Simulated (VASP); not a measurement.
# Au (Fd-3m) in VASP: a series of runs, part 2 of 2

VASP 6.6.1.

## Step 3: Single point, LDA (20.02 Å³/atom)

INCAR

```
  PREC = Accurate
  ENCUT = 520
  EDIFF = 1E-6
  ISMEAR = -1
  SIGMA = 0.1
  LREAL = F
  LASPH = T
  NELM = 100
  ALGO = Normal
  ISIF = 2
  LWAVE = F
  LCHARG = F
  GGA = CA
  NBANDS = 18
```

KPOINTS

```
Automatic mesh
0
Gamma
  12 12 12
```

POSCAR

```
Au
1.0
    0.0000000000      2.7154313454      2.7154313454
    2.7154313454      0.0000000000      2.7154313454
    2.7154313454      2.7154313454      0.0000000000
Au
2
Direct
   -0.1250000000     -0.1250000000     -0.1250000000
    0.1250000000      0.1250000000      0.1250000000
```

Potentials or basis: VASP PAW LDA potentials, release 64 (Au).

Command:

```bash
cat potpaw_LDA.64/Au/POTCAR > POTCAR
mpirun -np 1 vasp_std > vasp.out
```

OUTCAR:

```text
PREC = Accurate
   ENCUT = 520
   EDIFF = 1E-6
   ISMEAR = -1
   LREAL = F
   LASPH = T
   NELM = 100
   ISIF = 2
   GGA = CA

 ion  position               nearest neighbor table
   1  0.875  0.875  0.875-   2 2.35   2 2.35   2 2.35   2 2.35
   2  0.125  0.125  0.125-   1 2.35   1 2.35   1 2.35   1 2.35

  LATTYP: Found a face centered cubic cell.
 ALAT       =     5.4308626908

  Lattice vectors:

 A1 = (   0.0000000000,   2.7154313454,   2.7154313454)
 A2 = (   2.7154313454,   0.0000000000,   2.7154313454)
 A3 = (   2.7154313454,   2.7154313454,   0.0000000000)

Analysis of symmetry for initial positions (statically):
=====================================================================
 Subroutine PRICEL returns:
 Original cell was already a primitive cell.

 Routine SETGRP: Setting up the symmetry group for a
 face centered cubic supercell.

 Subroutine GETGRP returns: Found 48 space group operations
 (whereof 12 operations were pure point group operations)
 out of a pool of 48 trial point group operations.
[... 161 lines left out ...]
  free energy    TOTEN  =        -5.46858244 eV

  energy without entropy =       -5.43870081  energy(sigma->0) =       -5.45364162

 E-fermi :   7.0227     XC(G=0): -11.6862

 val. band max:        7.0134767270   @ k =  -0.4167   0.2500   0.0833
 cond. band min:       7.0521886000   @ k =  -0.4167   0.1667   0.0000
 fundamental gap:      0.0387118730
 Fermi energy:         7.0227199906

 k-point     1 :       0.0000    0.0000    0.0000
  band No.  band energies     occupation
      1      -1.7486      2.00000
      2       0.5995      2.00000
      3       0.5995      2.00000
      4       0.8184      2.00000
      5       0.8184      2.00000
      6       0.8184      2.00000
[... 481 lines left out ...]
      5       1.2674      2.00000
      6       1.5981      2.00000
[... 10 lines left out ...]
     17      22.0038      0.00000
     18      22.9546      0.00000

 [... further k-points ...]

------------------------ aborting loop because EDIFF is reached ----------------------------------------

  FORCE on cell =-STRESS in cart. coord.  units (eV):
  Direction    XX          YY          ZZ          XY          YZ          ZX
  --------------------------------------------------------------------------------------
  -------------------------------------------------------------------------------------
  Total       11.8727732     11.8727732     11.8727732      0.0000000     -0.0000000      0.0000000
  in kB      475.0247931    475.0247931    475.0247931      0.0000000     -0.0000000      0.0000000
  external PRESSURE =     475.0247931 kB  Pullay stress =       0.0000000 kB

 VOLUME and BASIS-vectors are now :
 -----------------------------------------------------------------------------
  energy-cutoff  :      520.00
  volume of cell :       40.04
      direct lattice vectors                 reciprocal lattice vectors
     0.000000000  2.715431345  2.715431345    -0.184132809  0.184132809  0.184132809
     2.715431345  0.000000000  2.715431345     0.184132809 -0.184132809  0.184132809
     2.715431345  2.715431345  0.000000000     0.184132809  0.184132809 -0.184132809

 POSITION                                       TOTAL-FORCE (eV/Angst)
 -----------------------------------------------------------------------------------
      4.75200      4.75200      4.75200        -0.000000     -0.000000     -0.000000
      0.67886      0.67886      0.67886         0.000000      0.000000      0.000000
 -----------------------------------------------------------------------------------
    total drift:                               -0.000000      0.000000      0.000000

  FREE ENERGIE OF THE ION-ELECTRON SYSTEM (eV)
  ---------------------------------------------------
  free  energy   TOTEN  =        -5.4685824379 eV

  energy  without entropy=       -5.4387008114  energy(sigma->0) =       -5.45364162
```

stdout:

```text
POSCAR found type information on POSCAR Au
 POSCAR found :  1 types and       2 ions
 scaLAPACK will be used
 LDA part: xc-table for (Slater(with rela. corr.)+CA(PZ))
 , standard interpolation
 POSCAR, INCAR and KPOINTS ok, starting setup
 FFT: planning ... GRIDC
 FFT: planning ... GRID_SOFT
 FFT: planning ... GRID
 WAVECAR not read
 entering main loop
```

Wall time 66 s (1 thread of Intel Xeon 8259CL, shared host); peak memory 0.18 GiB.

Results:

```
Free energy            : -5.4686 eV
Pressure               : 47.5 GPa
Band gap on the k mesh : zero (bands 11 and 12 overlap by 0.69 eV)
```

Caveat: the cell stands under pressure; spin-orbit coupling is left out, which moves the levels of the heavy elements.

## Step 4: Single point, LDA (20.02 Å³/atom)

INCAR

```
SYSTEM = Au
PREC = Accurate
ENCUT = 520
EDIFF = 1E-7
ISMEAR = -1
SIGMA = 0.1
LREAL = .FALSE.
LASPH = .TRUE.
NELM = 100
ALGO = Normal
ISIF = 2
LWAVE = .FALSE.
LCHARG = .TRUE.
GGA = CA
LELF = .TRUE.
LVHAR = .TRUE.
NBANDS = 18
```

KPOINTS

```
regular mesh
0
G
  12 12 12
  0 0 0
```

POSCAR is that of step 3.

Potentials or basis: VASP PAW LDA potentials, release 64 (Au).

Command:

```bash
cat potpaw_LDA.64/Au/POTCAR > POTCAR
mpirun -np 1 vasp_std > vasp.out
```

OUTCAR:

```text
SYSTEM = Au
   PREC = Accurate
   ENCUT = 520
   EDIFF = 1E-7
   ISMEAR = -1
   LREAL = .FALSE.
   LASPH = .TRUE.
   NELM = 100
   ISIF = 2
   GGA = CA

 ion  position               nearest neighbor table
   1  0.875  0.875  0.875-   2 2.35   2 2.35   2 2.35   2 2.35
   2  0.125  0.125  0.125-   1 2.35   1 2.35   1 2.35   1 2.35

  LATTYP: Found a face centered cubic cell.
 ALAT       =     5.4308626908

  Lattice vectors:

[... 692 lines left out ...]

------------------------ aborting loop because EDIFF is reached ----------------------------------------

  FORCE on cell =-STRESS in cart. coord.  units (eV):
  Direction    XX          YY          ZZ          XY          YZ          ZX
  --------------------------------------------------------------------------------------
  -------------------------------------------------------------------------------------
  Total       11.8727156     11.8727156     11.8727156      0.0000000      0.0000000      0.0000000
  in kB      475.0224895    475.0224895    475.0224895      0.0000000      0.0000000      0.0000000
  external PRESSURE =     475.0224895 kB  Pullay stress =       0.0000000 kB

 VOLUME and BASIS-vectors are now :
 -----------------------------------------------------------------------------
  energy-cutoff  :      520.00
  volume of cell :       40.04
      direct lattice vectors                 reciprocal lattice vectors
     0.000000000  2.715431345  2.715431345    -0.184132809  0.184132809  0.184132809
     2.715431345  0.000000000  2.715431345     0.184132809 -0.184132809  0.184132809
     2.715431345  2.715431345  0.000000000     0.184132809  0.184132809 -0.184132809

 POSITION                                       TOTAL-FORCE (eV/Angst)
 -----------------------------------------------------------------------------------
      4.75200      4.75200      4.75200        -0.000000      0.000000      0.000000
      0.67886      0.67886      0.67886         0.000000     -0.000000     -0.000000
 -----------------------------------------------------------------------------------
    total drift:                               -0.000000      0.000000      0.000000

  FREE ENERGIE OF THE ION-ELECTRON SYSTEM (eV)
  ---------------------------------------------------
  free  energy   TOTEN  =        -5.4685824386 eV

  energy  without entropy=       -5.4387008121  energy(sigma->0) =       -5.45364163
```

stdout:

```text
POSCAR found type information on POSCAR Au
 POSCAR found :  1 types and       2 ions
 scaLAPACK will be used
 LDA part: xc-table for (Slater(with rela. corr.)+CA(PZ))
 , standard interpolation
 POSCAR, INCAR and KPOINTS ok, starting setup
 FFT: planning ... GRIDC
 FFT: planning ... GRID_SOFT
 FFT: planning ... GRID
 WAVECAR not read
 entering main loop
```

It took 59 s on 1 thread of Intel Xeon 8259CL, shared host; peak memory 0.18 GiB.

Results:

```
Free energy            : -5.4686 eV
Pressure               : 47.5 GPa
Band gap on the k mesh : zero (bands 11 and 12 overlap by 0.69 eV)
```

Levels at points of the mesh, in eV from the Fermi level:
```
           k point  band 7  band 8  band 9  band 10  band 11  band 12  band 13  band 14  band 15  band 16
(0.00, 0.00, 0.00)   -3.29   -3.29   -3.29    -1.21    -1.21    10.82    10.96    12.33    12.33    12.33
(0.50, 0.00, 0.00)   -2.72   -2.72   -2.42    -1.61    -1.61    -0.13     8.25     8.25     9.79    12.44
(0.50, 0.50, 0.00)   -4.06   -4.06   -1.32    -1.32     0.52     0.52     3.49     3.49     9.59     9.59
```

Caveat: the cell stands under pressure; spin-orbit coupling is left out, which moves the levels of the heavy elements.
